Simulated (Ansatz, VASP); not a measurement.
Bi: VASP beside Ansatz

```
CELL_PARAMETERS angstrom
-1.99004 1.99004 1.99004
1.99004 -1.99004 1.99004
1.99004 1.99004 -1.99004
ATOMIC_POSITIONS crystal
Bi 0.00000 0.00000 0.00000
```

Alike in both runs: functional PBE; k mesh 14 × 14 × 14; occupations gaussian, width 0.1 eV; no spin polarisation.

Ansatz relaxed the structure, and its values are those at the end. VASP's run is a single point on that final structure, the one shown.

|  | VASP | Ansatz |
| --- | --- | --- |
| version | VASP 6.6.1 | Ansatz 0.2.0 |
| potentials or method | VASP PAW PBE potentials, release 64 (Bi_d), cutoff 520 eV | scalar-relativistic, plane waves, PAW |
| valence electrons in the cell | 15 | 15 |

```csv
,VASP,Ansatz,Ansatz less VASP
gap on the k mesh at the Fermi level (eV),none,none,-
pressure (GPa),0.0,0.0,+0.05
```

A gap of «none» marks a metal or a gap that the smearing closes. The functional is the same, so the differences come from potentials, cutoffs and numerics.

Neither program's run includes spin-orbit coupling.
